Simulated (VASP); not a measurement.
# SnC4 (P-3m1) in VASP: a series of runs, part 2 of 3

VASP 6.6.1. Earlier steps stand in the parts before.

## Step 3: Single point, PBE

This run uses another cell than the first one: it holds 10 atoms, not 15.

Contents of INCAR:

```
  PREC = Accurate
  ENCUT = 520
  EDIFF = 1E-6
  ISMEAR = 0
  SIGMA = 0.2
  LREAL = False
  LASPH = True
  NELM = 60
  ALGO = Normal
  ISIF = 2
  LWAVE = False
  LCHARG = True
  GGA = PE
  LELF = True
  LVHAR = True
  NBANDS = 41
```

Contents of KPOINTS:

```
regular mesh
0
Gamma
  4 4 2
```

Contents of POSCAR:

```
SnC4
1.0
    4.9200539067      0.0000000000      0.0000000000
   -2.4600269534      4.2608916712      0.0000000000
    0.0000000000      0.0000000000      8.4721685748
Sn C
2 8
Direct
    0.3333333333      0.6666666667      0.5395033286
    0.6666666667      0.3333333333      0.4604966714
    0.3333333333      0.6666666667      0.0001076055
    0.1666211780      0.3332423560      0.0000502256
    0.6667576440      0.8333788220      0.0000502256
    0.1666211780      0.8333788220      0.0000502256
    0.6666666667      0.3333333333     -0.0001076055
    0.8333788220      0.1666211780     -0.0000502256
    0.8333788220      0.6667576440     -0.0000502256
    0.3332423560      0.1666211780     -0.0000502256
```

Potentials or basis: VASP PAW PBE potentials, release 64 (Sn_d, C).

The run is started by

```
$ cat potpaw_PBE.64/Sn_d/POTCAR potpaw_PBE.64/C/POTCAR > POTCAR
$ mpirun -np 1 vasp_std > vasp.out
```

OUTCAR:

```text
PREC = Accurate
   ENCUT = 520
   EDIFF = 1E-6
   ISMEAR = 0
   LREAL = False
   LASPH = True
   NELM = 60
   ISIF = 2
   GGA = PE

 ion  position               nearest neighbor table
   1  0.333  0.667  0.540-   2 2.92   2 2.92   2 2.92
   2  0.667  0.333  0.460-   1 2.92   1 2.92   1 2.92
   3  0.333  0.667  0.000-   6 1.42   5 1.42   4 1.42
   4  0.167  0.333  0.000-   8 1.42  10 1.42   3 1.42
   5  0.667  0.833  0.000-   8 1.42   9 1.42   3 1.42
   6  0.167  0.833  0.000-   9 1.42  10 1.42   3 1.42
   7  0.667  0.333  1.000-   8 1.42  10 1.42   9 1.42
   8  0.833  0.167  1.000-   4 1.42   5 1.42   7 1.42
   9  0.833  0.667  1.000-   6 1.42   5 1.42   7 1.42
  10  0.333  0.167  1.000-   6 1.42   4 1.42   7 1.42

  LATTYP: Found a hexagonal cell.
 ALAT       =     4.9200539067
 C/A-ratio  =     1.7219666157

  Lattice vectors:

 A1 = (   4.9200539067,   0.0000000000,   0.0000000000)
 A2 = (  -2.4600269534,   4.2608916712,   0.0000000000)
 A3 = (   0.0000000000,   0.0000000000,   8.4721685748)

Analysis of symmetry for initial positions (statically):
=====================================================================
 Subroutine PRICEL returns:
 Original cell was already a primitive cell.

 Routine SETGRP: Setting up the symmetry group for a
 hexagonal supercell.

 Subroutine GETGRP returns: Found 12 space group operations
 (whereof 12 operations were pure point group operations)
 out of a pool of 24 trial point group operations.

The static configuration has the point symmetry D_3d.

Analysis of symmetry for dynamics (positions and initial velocities):
=====================================================================
 Subroutine PRICEL returns:
 Original cell was already a primitive cell.
[... 130 lines left out ...]
  Thomas-Fermi vector in A             =   2.276874
   LORBIT       =      0    0 simple, 1 ext, 2 COOP (PROOUT), +10 PAW based schemes
   GGA     = PE    functional components
   LHFCALC =     F    Hartree Fock is set to
   AEXX    =    0.0000 exact exchange contribution
   IVDW    =     0    specifies the selected vdW correction
   LEPSILON=     F    determine dielectric tensor
   LRPA    =     F    only Hartree local field effects (RPA)
 non-spin polarized calculation
 Gauss-broadening in eV      SIGMA  =   0.20
  energy-cutoff  :      520.00
  volume of cell :      177.61
 maximum number of plane-waves:      4812
 NGX is ok and might be reduce to    40

 number of electron      59.9999998 magnetization

 Free energy of the ion-electron system (eV)
  ---------------------------------------------------
  ext. energy  EPLUGINS =         0.00000000
  ---------------------------------------------------
  free energy    TOTEN  =       -80.46675952 eV

  energy without entropy =      -80.44130309  energy(sigma->0) =      -80.45403130

 E-fermi :   2.8143     XC(G=0):  -8.3084

 val. band max:        2.7228007665   @ k =   0.2500   0.2500   0.0000
 cond. band min:       3.8002880703   @ k =   0.5000   0.0000   0.5000
 fundamental gap:      1.0774873038
 Fermi energy:         2.8142769537

 k-point     1 :       0.0000    0.0000    0.0000
  band No.  band energies     occupation
      1     -18.2287      2.00000
      2     -18.2287      2.00000
      3     -18.2286      2.00000
      4     -18.1980      2.00000
      5     -18.1980      2.00000
      6     -18.1155      2.00000
[... 341 lines left out ...]
     40      10.4406      0.00000
     41      11.2168      0.00000

------------------------ aborting loop because EDIFF is reached ----------------------------------------

  FORCE on cell =-STRESS in cart. coord.  units (eV):
  Direction    XX          YY          ZZ          XY          YZ          ZX
  --------------------------------------------------------------------------------------
  -------------------------------------------------------------------------------------
  Total        0.3454212      0.3454212      0.3350916     -0.0000000      0.0000000      0.0000000
  in kB        3.1159802      3.1159802      3.0227980     -0.0000000      0.0000000      0.0000000
  external PRESSURE =       3.0849194 kB  Pullay stress =       0.0000000 kB

 VOLUME and BASIS-vectors are now :
 -----------------------------------------------------------------------------
  energy-cutoff  :      520.00
  volume of cell :      177.61
      direct lattice vectors                 reciprocal lattice vectors
     4.920053907  0.000000000  0.000000000     0.203249806  0.117346330  0.000000000
    -2.460026953  4.260891671  0.000000000     0.000000000  0.234692660  0.000000000
     0.000000000  0.000000000  8.472168575     0.000000000  0.000000000  0.118033534

 POSITION                                       TOTAL-FORCE (eV/Angst)
 -----------------------------------------------------------------------------------
     -0.00000      2.84059      4.57076        -0.000000     -0.000000     -0.003914
      2.46003      1.42030      3.90141        -0.000000     -0.000000      0.003914
     -0.00000      2.84059      0.00091        -0.000000     -0.000000      0.004382
     -0.00000      1.41991      0.00043         0.000000     -0.001919      0.000530
      1.23035      3.55094      0.00043         0.001662      0.000959      0.000530
     -1.23035      3.55094      0.00043        -0.001662      0.000959      0.000530
      2.46003      1.42030      8.47126        -0.000000     -0.000000     -0.004382
      3.69038      0.70995      8.47174         0.001662     -0.000959     -0.000530
      2.46003      2.84098      8.47174        -0.000000      0.001919     -0.000530
      1.22968      0.70995      8.47174        -0.001662     -0.000959     -0.000530
 -----------------------------------------------------------------------------------
    total drift:                               -0.000000      0.000000      0.000000

  FREE ENERGIE OF THE ION-ELECTRON SYSTEM (eV)
  ---------------------------------------------------
  free  energy   TOTEN  =       -80.4667595154 eV

  energy  without entropy=      -80.4413030878  energy(sigma->0) =      -80.45403130
```

Wall time 48 s (1 thread of Intel Xeon 6975P-C (Granite Rapids), shared host); peak memory 0.31 GiB.

Results:

```yaml
Free_energy: -80.4668 eV
Pressure: 0.3 GPa
Largest_force: 0.004 eV/Å
Band_gap_on_the_k_mesh: zero (bands 30 and 31 overlap by 0.19 eV)
```

Forces on the atoms (eV/Å):
```
Sn   0.000  0.000 -0.004
Sn   0.000  0.000  0.004
C    0.000  0.000  0.004
C    0.000 -0.002  0.001
C    0.002  0.001  0.001
C   -0.002  0.001  0.001
C    0.000  0.000 -0.004
C    0.002 -0.001 -0.001
C    0.000  0.002 -0.001
C   -0.002 -0.001 -0.001
```

Caveat: the k points lie up to 0.37 Å⁻¹ apart; semilocal functionals underestimate gaps, so a narrow gap can read as zero; spin-orbit coupling is left out, which moves the levels of the heavy elements.

## Step 4: Single point, PBE

This run uses another cell than the first one: it holds 10 atoms, not 15.

Contents of INCAR:

```
ALGO = Normal ; EDIFF = 1E-7
ENCUT = 520 ; GGA = PE
ISIF = 2 ; ISMEAR = 0
LASPH = True ; LCHARG = True
LELF = True ; LREAL = False
LVHAR = True ; LWAVE = False
NBANDS = 41 ; NELM = 100
PREC = Accurate ; SIGMA = 0.1
```

Contents of KPOINTS:

```
k-points
0
Gamma
  6 6 4
```

Contents of POSCAR:

```
SnC4
1.0
    4.9174279187      0.0000000000      0.0000000000
   -2.4587139594      4.2586174988      0.0000000000
    0.0000000000      0.0000000000      9.1074274358
Sn C
2 8
Direct
    0.3333333333      0.6666666667      0.5395899717
    0.6666666667      0.3333333333      0.4604100283
    0.3333333333      0.6666666667     -0.0001992360
    0.1666336782      0.3332673564     -0.0000556580
    0.6667326436      0.8333663218     -0.0000556580
    0.1666336782      0.8333663218     -0.0000556580
    0.6666666667      0.3333333333      1.0001992360
    0.8333663218      0.1666336782      1.0000556580
    0.8333663218      0.6667326436      1.0000556580
    0.3332673564      0.1666336782      1.0000556580
```

The run is started by

```
$ cat potpaw_PBE.64/Sn_d/POTCAR potpaw_PBE.64/C/POTCAR > POTCAR
$ mpirun -np 1 vasp_std > vasp.out
```

It took 2.5 min on 1 thread of Intel Xeon 6975P-C (Granite Rapids), shared host; peak memory 0.4 GiB.

It converged, with:

| Item | Value |
| --- | --- |
| Free energy | -80.5093 eV |
| Pressure | 0.2 GPa |
| Largest force | 0.004 eV/Å |
| Band gap on the k mesh | zero (bands 30 and 31 overlap by 0.53 eV) |

Forces in eV/Å, atoms in the order of the input:
```
Sn   0.000  0.000  0.004
Sn   0.000  0.000 -0.004
C    0.000  0.000  0.000
C    0.000  0.000  0.000
C    0.000  0.000  0.000
C    0.000  0.000  0.000
C    0.000  0.000  0.000
C    0.000  0.000  0.000
C    0.000  0.000  0.000
C    0.000  0.000  0.000
```

Stress tensor (GPa, compression positive):
```
 0.24  0.00  0.00
 0.00  0.24  0.00
 0.00  0.00 -0.02
```

Levels at points of the mesh, in eV from the Fermi level:
```
           k point  band 26  band 27  band 28  band 29  band 30  band 31  band 32  band 33  band 34  band 35
(0.00, 0.00, 0.00)    -2.40    -2.38    -2.38    -0.59    -0.59    -0.45     1.66     1.66     1.67     2.14
(0.50, 0.00, 0.00)    -5.06    -2.78    -2.77    -1.60    -0.77     0.73     1.09     2.83     2.84     4.54
(0.00, 0.00, 0.50)    -2.38    -2.38    -2.37    -0.59    -0.59    -0.55     1.65     1.68     1.68     2.63
(0.50, 0.00, 0.50)    -5.06    -2.77    -2.77    -1.59    -0.85     0.62     1.07     2.83     2.84     4.83
```

Caveat: semilocal functionals underestimate gaps, so a narrow gap can read as zero; spin-orbit coupling is left out, which moves the levels of the heavy elements.

(Continued in part 3 of 3.)
